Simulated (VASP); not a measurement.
Runs of VASP 6.6.1 on GaFe3. Symmetry: Fm-3m, No. 225, cubic system. The conventional cell has a = 5.783 Å, b = 5.783 Å, c = 5.783 Å, α = 90.00°, β = 90.00°, γ = 90.00°. Within 3.3 Å of Ga (site symmetry m-3m) lie 14 Fe at 2.50 to 2.89 Å. Within 3.3 Å of Fe (site symmetry m-3m) lie 8 Fe at 2.50 Å and 6 Ga at 2.89 Å. Within 3.3 Å of Fe (site symmetry -43m) lie 4 Ga at 2.50 Å and 10 Fe at 2.50 to 2.89 Å. 

```tsv
smearing	gap on the mesh (eV)	pressure (GPa)	moment (μB)
methfessel-paxton 0.2 eV	none	(c)	5.86
methfessel-paxton 0.5 eV	none	-17.6	(b)
methfessel-paxton 0.1 eV	none	-18.1	5.83
methfessel-paxton 0.3 eV	none	(a)	5.91
```

Alike in all rows: task single point; level LDA; potentials or basis VASP PAW LDA potentials, release 64 (Ga_d, Fe); spin collinear, ferromagnetic start; cell as given; k mesh 5 × 5 × 5; cutoff (eV) 520.

**Question.** Fill in the values left out.

**Answer.** (a) -17.8; (b) 5.94; (c) -18.0.

Caveats: all runs use coarse meshes.

A k mesh can miss the band edges, and the runs leave out spin-orbit coupling on Ga.

A gap of «none» marks levels without a gap at the run's occupations.
